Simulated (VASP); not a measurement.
# Al8N7 (a cell with a defect) in VASP: single point with LDA

Aim: the single point of Al8N7 (a cell with a defect) with LDA.

Everything below comes from runs of VASP 6.6.1. Logs are shortened: lines on timing, memory, paths and dates and some standing lists are left out, and cuts for length are marked.

**1. The cell of the first run**

The cell holds a defect, 15 atoms: a = 5.672 Å, b = 5.672 Å, c = 5.672 Å, α = 60.00°, β = 60.00°, γ = 60.00°.

**2. Single point, LDA (atom 9 moved 0.500 of the way to it and +0.000 Å across, host rigid)**

Contents of INCAR:

```
PREC = Accurate
ENCUT = 520
EDIFF = 1E-6
ISMEAR = 0
SIGMA = 0.05
LREAL = Auto
LASPH = True
NELM = 80
ALGO = Normal
ISIF = 2
LWAVE = False
LCHARG = False
GGA = CA
NELECT = 56.0
NBANDS = 42
```

Contents of KPOINTS:

```
regular mesh
0
Gamma
  4 4 4
```

Contents of POSCAR:

```
Al8N7
1.0
   -4.0109247379      4.0109247379      0.0000000000
   -4.0109247379      0.0000000000      4.0109247379
    0.0000000000      4.0109247379      4.0109247379
Al N
8 7
Direct
    0.7500000000      0.7500000000      0.7500000000
    0.2500000000      0.7500000000      0.7500000000
    0.7500000000      0.2500000000      0.7500000000
    0.7500000000      0.7500000000      0.2500000000
    0.2500000000      0.2500000000      0.7500000000
    0.2500000000      0.7500000000      0.2500000000
    0.7500000000      0.2500000000      0.2500000000
    0.2500000000      0.2500000000      0.2500000000
    0.2500000000      1.0000000000      0.5000000000
    1.0000000000      0.5000000000      0.5000000000
    1.0000000000      1.0000000000      0.0000000000
    0.5000000000      0.5000000000      0.5000000000
    0.5000000000      1.0000000000      0.0000000000
    1.0000000000      0.5000000000      0.0000000000
    0.5000000000      0.5000000000      0.0000000000
```

Potentials or basis: VASP PAW LDA potentials, release 64 (Al, N).

The run is started by

```
$ cat potpaw_LDA.64/Al/POTCAR potpaw_LDA.64/N/POTCAR > POTCAR
$ mpirun -np 1 vasp_std > vasp.out
```

OUTCAR:

```text
PREC = Accurate
   ENCUT = 520
   EDIFF = 1E-6
   ISMEAR = 0
   LREAL = Auto
   LASPH = True
   NELM = 80
   ISIF = 2
   GGA = CA
   NELECT = 56.0

 ion  position               nearest neighbor table
   1  0.750  0.750  0.750-  10 2.01  13 2.01  14 2.01  15 2.01   3 2.84   4 2.84   2 2.84   4 2.84
                             6 2.84   7 2.84   3 2.84   5 2.84   7 2.84   2 2.84   5 2.84   6 2.84
   2  0.250  0.750  0.750-   9 1.42  11 2.01  12 2.01  14 2.01  15 2.01   6 2.84   1 2.84   5 2.84
                             4 2.84   6 2.84   8 2.84   3 2.84   5 2.84   8 2.84   1 2.84   3 2.84
   3  0.750  0.250  0.750-  10 2.01  11 2.01  12 2.01  13 2.01  15 2.01   9 2.46   1 2.84   5 2.84
                             7 2.84   4 2.84   7 2.84   8 2.84   1 2.84   2 2.84   4 2.84   2 2.84
   4  0.750  0.750  0.250-  10 2.01  11 2.01  12 2.01  13 2.01  14 2.01   9 2.46   1 2.84   6 2.84
                             1 2.84   2 2.84   3 2.84   3 2.84   7 2.84   8 2.84   2 2.84   6 2.84
   5  0.250  0.250  0.750-  10 2.01  11 2.01  12 2.01  13 2.01  14 2.01   9 2.46   2 2.84   3 2.84
                             8 2.84   6 2.84   7 2.84   8 2.84   1 2.84   2 2.84   6 2.84   1 2.84
   6  0.250  0.750  0.250-  10 2.01  11 2.01  12 2.01  13 2.01  15 2.01   9 2.46   2 2.84   4 2.84
                             8 2.84   1 2.84   2 2.84   5 2.84   5 2.84   7 2.84   8 2.84   1 2.84
   7  0.750  0.250  0.250-  11 2.01  12 2.01  14 2.01  15 2.01   4 2.84   8 2.84   3 2.84   1 2.84
                             3 2.84   5 2.84   1 2.84   4 2.84   6 2.84   5 2.84   6 2.84   8 2.84
   8  0.250  0.250  0.250-   9 1.42  10 2.01  13 2.01  14 2.01  15 2.01   7 2.84   5 2.84   6 2.84
                             2 2.84   3 2.84   5 2.84   2 2.84   4 2.84   6 2.84   3 2.84   4 2.84
   9  0.250  0.000  0.500-   2 1.42   8 1.42   5 2.46   6 2.46   4 2.46   3 2.46
  10  0.000  0.500  0.500-   1 2.01   3 2.01   4 2.01   5 2.01   6 2.01   8 2.01
  11  0.000  0.000  0.000-   2 2.01   3 2.01   4 2.01   5 2.01   6 2.01   7 2.01
  12  0.500  0.500  0.500-   2 2.01   3 2.01   4 2.01   5 2.01   6 2.01   7 2.01
  13  0.500  0.000  0.000-   1 2.01   3 2.01   4 2.01   5 2.01   6 2.01   8 2.01
  14  0.000  0.500  0.000-   1 2.01   2 2.01   4 2.01   5 2.01   7 2.01   8 2.01
  15  0.500  0.500  0.000-   1 2.01   2 2.01   3 2.01   6 2.01   7 2.01   8 2.01

  LATTYP: Found a face centered cubic cell.
 ALAT       =     8.0218494758

  Lattice vectors:

 A1 = (  -4.0109247379,   4.0109247379,   0.0000000000)
 A2 = (  -4.0109247379,   0.0000000000,   4.0109247379)
 A3 = (   0.0000000000,   4.0109247379,   4.0109247379)

Analysis of symmetry for initial positions (statically):
=====================================================================
 Subroutine PRICEL returns:
 Original cell was already a primitive cell.

 Routine SETGRP: Setting up the symmetry group for a
 face centered cubic supercell.

 Subroutine GETGRP returns: Found  8 space group operations
 (whereof  2 operations were pure point group operations)
 out of a pool of 48 trial point group operations.

The static configuration has the point symmetry C_1h.
 The point group associated with its full space group is D_2h.

Analysis of symmetry for dynamics (positions and initial velocities):
=====================================================================
 Subroutine PRICEL returns:
 Original cell was already a primitive cell.

 Routine SETGRP: Setting up the symmetry group for a
 face centered cubic supercell.

 Subroutine GETGRP returns: Found  8 space group operations
 (whereof  2 operations were pure point group operations)
 out of a pool of 48 trial point group operations.

The dynamic configuration has the point symmetry C_1h.
 The point group associated with its full space group is D_2h.

 Subroutine INISYM returns: Found  8 space group operations
 (whereof  2 operations are pure point group operations),
 and found     1 'primitive' translations

----------------------------------------------------------------------------------------

                                     Primitive cell

  volume of cell :     129.0516

  direct lattice vectors                    reciprocal lattice vectors
    -4.010924738  4.010924738  0.000000000    -0.124659532  0.124659532 -0.124659532
    -4.010924738  0.000000000  4.010924738    -0.124659532 -0.124659532  0.124659532
     0.000000000  4.010924738  4.010924738     0.124659532  0.124659532  0.124659532

  length of vectors
     5.672304162  5.672304162  5.672304162     0.215916643  0.215916643  0.215916643

  position of ions in fractional coordinates (direct lattice)
     0.750000000  0.750000000  0.750000000
     0.250000000  0.750000000  0.750000000
     0.750000000  0.250000000  0.750000000
     0.750000000  0.750000000  0.250000000
     0.250000000  0.250000000  0.750000000
     0.250000000  0.750000000  0.250000000
     0.750000000  0.250000000  0.250000000
     0.250000000  0.250000000  0.250000000
     0.250000000  0.000000000  0.500000000
     0.000000000  0.500000000  0.500000000
     0.000000000  0.000000000  0.000000000
     0.500000000  0.500000000  0.500000000
     0.500000000  0.000000000  0.000000000
     0.000000000  0.500000000  0.000000000
     0.500000000  0.500000000  0.000000000

  ion indices of the primitive-cell ions
   primitive index   ion index
                 1           1
                 2           2
                 3           3
                 4           4
                 5           5
                 6           6
                 7           7
                 8           8
                 9           9
                10          10
                11          11
                12          12
                13          13
                14          14
                15          15

----------------------------------------------------------------------------------------

 KPOINTS: regular mesh

Automatic generation of k-mesh.
 Grid dimensions read from file:
 generate k-points for:    4    4    4

 Generating k-lattice:

  Cartesian coordinates                     Fractional coordinates (reciprocal lattice)
    -0.031164883  0.031164883 -0.031164883     0.250000000  0.000000000  0.000000000
    -0.031164883 -0.031164883  0.031164883     0.000000000  0.250000000  0.000000000
     0.031164883  0.031164883  0.031164883     0.000000000  0.000000000  0.250000000

  Length of vectors
     0.053979161  0.053979161  0.053979161

  Shift w.r.t. Gamma in fractional coordinates (k-lattice)
     0.000000000  0.000000000  0.000000000

 Subroutine IBZKPT returns following result:
 ===========================================

 Found     18 irreducible k-points:

 Following reciprocal coordinates:
            Coordinates               Weight
  0.000000  0.000000  0.000000      1.000000
  0.250000  0.000000  0.000000      4.000000
  0.000000  0.250000  0.000000      4.000000
  0.500000  0.000000  0.000000      2.000000
  0.000000  0.500000  0.000000      2.000000
  0.250000  0.250000  0.000000      4.000000
[... 10 lines left out ...]
 -0.250000  0.500000  0.250000      4.000000
  0.500000  0.250000 -0.250000      2.000000
   k-points           NKPTS =     18   k-points in BZ     NKDIM =     18   number of bands    NBANDS=     42
   number of dos      NEDOS =    301   number of ions     NIONS =     15
   total plane-waves  NPLWV =  74088
   dimension x,y,z NGX =    42 NGY =   42 NGZ =   42
   dimension x,y,z NGXF=    84 NGYF=   84 NGZF=   84
   ions per type =               8   7
   NGX,Y,Z   is equivalent  to a cutoff of  12.31, 12.31, 12.31 a.u.
   NGXF,Y,Z  is equivalent  to a cutoff of  24.62, 24.62, 24.62 a.u.
 SYSTEM =  unknown system
   PREC   = accura    normal or accurate (medium, high low for compatibility)
   ISTART =      0    job   : 0-new  1-cont  2-samecut
   ICHARG =      2    charge: 1-file 2-atom 10-const
   ISPIN  =      1    spin polarized calculation?
   LNONCOLLINEAR =      F non collinear calculations
   LSORBIT =      F    spin-orbit coupling
   LASPH  =      T    aspherical Exc in radial PAW
   ENCUT  =  520.0 eV  38.22 Ry    6.18 a.u.  10.55 10.55 10.55*2*pi/ulx,y,z
   NELM   =     80;   NELMIN=  2; NELMDL= -5     # of ELM steps
   EDIFF  = 0.1E-05   stopping-criterion for ELM
   LREAL  =      T    real-space projection
   EDIFFG = 0.1E-04   stopping-criterion for IOM
   NSW    =      0    number of steps for IOM
   IBRION =     -1    ionic relax: 0-MD 1-quasi-New 2-CG
   NFREE  =      0    steps in history (QN), initial steepest desc. (CG)
   ISIF   =      2    stress and relaxation
   ISYM   =      2    0-nonsym 1-usesym 2-fastsym
   POTIM  = 0.5000    time-step for ionic-motion
   TEBEG  =    0.0;   TEEND  =   0.0 temperature during run
   PSTRESS=    0.0 pullay stress
   NELECT =      56.0000    total number of electrons
   NUPDOWN=      -1.0000    fix difference up-down
   EMIN   =  10.00;   EMAX   =-10.00  energy-range for DOS
   EFERMI =   0.00;   METHOD = LEGACY
   ISMEAR =     0;   SIGMA  =   0.05  broadening in eV -4-tet -1-fermi 0-gaus
   EFERMI_NEDOS =   21; number of points for ismear=-14 and -15
   IALGO  =     38    algorithm
   IMIX   =      4    mixing-type and parameters
     AMIX     =   0.40;   BMIX     =  1.00
     AMIX_MAG =   1.60;   BMIX_MAG =  1.00
  volume/ion in A,a.u.               =       8.60        58.06
  Fermi-wavevector in a.u.,A,eV,Ry     =   1.239414  2.342152 20.900543  1.536147
  Thomas-Fermi vector in A             =   2.373898
   LORBIT       =      0    0 simple, 1 ext, 2 COOP (PROOUT), +10 PAW based schemes
   GGA     = CA    functional components
   LHFCALC =     F    Hartree Fock is set to
   AEXX    =    0.0000 exact exchange contribution
   IVDW    =     0    specifies the selected vdW correction
   LEPSILON=     F    determine dielectric tensor
   LRPA    =     F    only Hartree local field effects (RPA)
 non-spin polarized calculation
 Gauss-broadening in eV      SIGMA  =   0.05
  energy-cutoff  :      520.00
  volume of cell :      129.05
 maximum number of plane-waves:      3511
   NGX = 21   NGY = 21   NGZ = 21

 number of electron      55.9999989 magnetization

 Free energy of the ion-electron system (eV)
  ---------------------------------------------------
  ext. energy  EPLUGINS =         0.00000000
  ---------------------------------------------------
  free energy    TOTEN  =      -137.33871538 eV

  energy without entropy =     -137.33557679  energy(sigma->0) =     -137.33714609

 E-fermi :   9.3445     XC(G=0): -12.1124

 val. band max:        9.3345537770   @ k =   0.0000   0.2500   0.0000
 cond. band min:       9.3991115370   @ k =   0.2500   0.2500   0.0000
 fundamental gap:      0.0645577600
 Fermi energy:         9.3444584654

 k-point     1 :       0.0000    0.0000    0.0000
  band No.  band energies     occupation
      1      -7.6596      2.00000
      2      -4.8989      2.00000
      3      -4.6650      2.00000
      4      -4.6186      2.00000
      5      -3.6654      2.00000
      6      -3.6457      2.00000
[... 32 lines left out ...]
     39      16.2445      0.00000
     40      16.2851      0.00000

 k-point     2 :       0.2500    0.0000    0.0000
  band No.  band energies     occupation
      1      -7.3801      2.00000
      2      -5.3963      2.00000
      3      -4.6042      2.00000
      4      -4.5319      2.00000
      5      -3.8710      2.00000
      6      -3.8616      2.00000
[... 680 lines left out ...]
 k-point    18 :       0.5000    0.2500   -0.2500
  band No.  band energies     occupation
      1      -6.3970      2.00000
      2      -5.7160      2.00000
      3      -5.6941      2.00000
      4      -5.1399      2.00000
      5      -3.9178      2.00000
      6      -3.6517      2.00000
[... 32 lines left out ...]
     39      18.7440      0.00000
     40      18.8756      0.00000
 [bands above 40 left out]

------------------------ aborting loop because EDIFF is reached ----------------------------------------

  FORCE on cell =-STRESS in cart. coord.  units (eV):
  Direction    XX          YY          ZZ          XY          YZ          ZX
  --------------------------------------------------------------------------------------
  -------------------------------------------------------------------------------------
  Total       -7.3834382     -7.3834382    -29.0830051     29.1868063      0.0000000      0.0000000
  in kB      -91.6654533    -91.6654533   -361.0657778    362.3544713      0.0000000      0.0000000
  external PRESSURE =    -181.4655614 kB  Pullay stress =       0.0000000 kB

 VOLUME and BASIS-vectors are now :
 -----------------------------------------------------------------------------
  energy-cutoff  :      520.00
  volume of cell :      129.05
      direct lattice vectors                 reciprocal lattice vectors
    -4.010924738  4.010924738  0.000000000    -0.124659532  0.124659532 -0.124659532
    -4.010924738  0.000000000  4.010924738    -0.124659532 -0.124659532  0.124659532
     0.000000000  4.010924738  4.010924738     0.124659532  0.124659532  0.124659532

 POSITION                                       TOTAL-FORCE (eV/Angst)
 -----------------------------------------------------------------------------------
     -6.01639      6.01639      6.01639         3.026162      3.026162     -0.000000
     -4.01092      4.01092      6.01639        16.787201     16.787201     -0.000000
     -4.01092      6.01639      4.01092        -0.327568      0.327568      2.361150
     -6.01639      4.01092      4.01092         0.327568     -0.327568     -2.361150
     -2.00546      4.01092      4.01092         0.327568     -0.327568      2.361150
     -4.01092      2.00546      4.01092        -0.327568      0.327568     -2.361150
     -4.01092      4.01092      2.00546        -3.026162     -3.026162     -0.000000
     -2.00546      2.00546      2.00546       -16.787201    -16.787201     -0.000000
     -1.00273      3.00819      2.00546         0.000000     -0.000000     -0.000000
     -2.00546      2.00546      4.01092        -0.940353     -0.940353      2.187003
      0.00000      0.00000      0.00000         0.940353      0.940353      2.187003
     -4.01092      4.01092      4.01092         0.940353      0.940353     -2.187003
     -2.00546      2.00546      0.00000        -0.940353     -0.940353     -2.187003
     -2.00546      0.00000      2.00546         0.054086     -0.054086     -0.000000
     -4.01092      2.00546      2.00546        -0.054086      0.054086     -0.000000
 -----------------------------------------------------------------------------------
    total drift:                               -0.000000     -0.000000     -0.000000

  FREE ENERGIE OF THE ION-ELECTRON SYSTEM (eV)
  ---------------------------------------------------
  free  energy   TOTEN  =      -137.3387153830 eV

  energy  without entropy=     -137.3355767931  energy(sigma->0) =     -137.33714609
```

Run time: 6.5 min. Hardware: 1 thread of Intel Xeon Platinum 8488C (Sapphire Rapids), shared host; peak memory 0.23 GiB.

What came out:

- Free energy: -137.3387 eV
- Largest force: 23.741 eV/Å

Forces on the atoms (eV/Å):
```
Al    3.026   3.026   0.000
Al   16.787  16.787   0.000
Al   -0.328   0.328   2.361
Al    0.328  -0.328  -2.361
Al    0.328  -0.328   2.361
Al   -0.328   0.328  -2.361
Al   -3.026  -3.026   0.000
Al  -16.787 -16.787   0.000
N     0.000   0.000   0.000
N    -0.940  -0.940   2.187
N     0.940   0.940   2.187
N     0.940   0.940  -2.187
N    -0.940  -0.940  -2.187
N     0.054  -0.054   0.000
N    -0.054   0.054   0.000
```

Caveat: the cell carries a net charge on a neutralising background, which shifts energy and pressure; the cell differs from its parent crystal (atom 9 moved 0.500 of the way to it and +0.000 Å across, host rigid); the cell is charged against a uniform background, so pressure and absolute levels hang on convention.
